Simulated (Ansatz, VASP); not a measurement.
## KBr in VASP and in Ansatz

Contents of POSCAR:

```
KBr
1.0
    0.0000000000      3.3024386828      3.3024386828
    3.3024386828      0.0000000000      3.3024386828
    3.3024386828      3.3024386828      0.0000000000
K Br
1 1
Direct
    0.0000000000      0.0000000000      0.0000000000
    0.5000000000      0.5000000000      0.5000000000
```

File INCAR.step1:

```
SYSTEM = KBr
PREC = Accurate
ENCUT = 520
EDIFF = 1E-5
ISMEAR = 1
SIGMA = 0.2
LREAL = .False.
LASPH = .True.
NELM = 100
ALGO = Normal
ISIF = 2
LWAVE = .True.
LCHARG = .False.
NBANDS = 15
GGA = PE
```

The input INCAR.step2:

```
SYSTEM = KBr
PREC = Accurate
ENCUT = 520
EDIFF = 1E-6
ISMEAR = 1
SIGMA = 0.2
LREAL = .False.
LASPH = .True.
NELM = 100
ALGO = Normal
ISIF = 2
LWAVE = .False.
LCHARG = .False.
GGA = PE
LHFCALC = .True.
HFSCREEN = 0.2079
PRECFOCK = Normal
NBANDS = 15
ISTART = 1
```

Contents of KPOINTS:

```
Automatic mesh
0
Gamma
  4 4 4
  0 0 0
```

Input for Ansatz:

```yaml
crystal:
  lattice:
    - [0.0, 3.3024386828, 3.3024386828]
    - [3.3024386828, 0.0, 3.3024386828]
    - [3.3024386828, 3.3024386828, 0.0]
  atoms:
    - { symbol: K, position: [0.0, 0.0, 0.0] }
    - { symbol: Br, position: [0.5, 0.5, 0.5] }
kpoints:
  mp_grid: { grid: [4, 4, 4] }
hamiltonian:
  xc: hse06
scf:
  occupations: { method: cold, width: 0.2 }
  n_extra_bands: 4
output:
  forces: true
  stress: true
  eigenvalues: true
```

Alike in both runs: task single point; functional HSE06; k mesh 4 × 4 × 4; no spin polarisation.

```csv
,VASP,Ansatz
version,VASP 6.6.1,Ansatz 0.2.0
potentials or method,"VASP PAW PBE potentials, release 64 (K_sv, Br)",plane waves
plane-wave cutoff (eV),520,420
occupations,"methfessel-paxton of order 1, width 0.2 eV","cold, width 0.2 eV"
valence electrons in the cell,16,16
```

|  | VASP | Ansatz | Ansatz less VASP |
| --- | --- | --- | --- |
| gap on the k mesh at the Fermi level (eV) | 5.58 | 5.60 | +0.016 |
| pressure (GPa) | 0.4 | 0.4 | +0.04 |

Ansatz's warnings: stress exchange threshold loose, stress scf threshold loose.
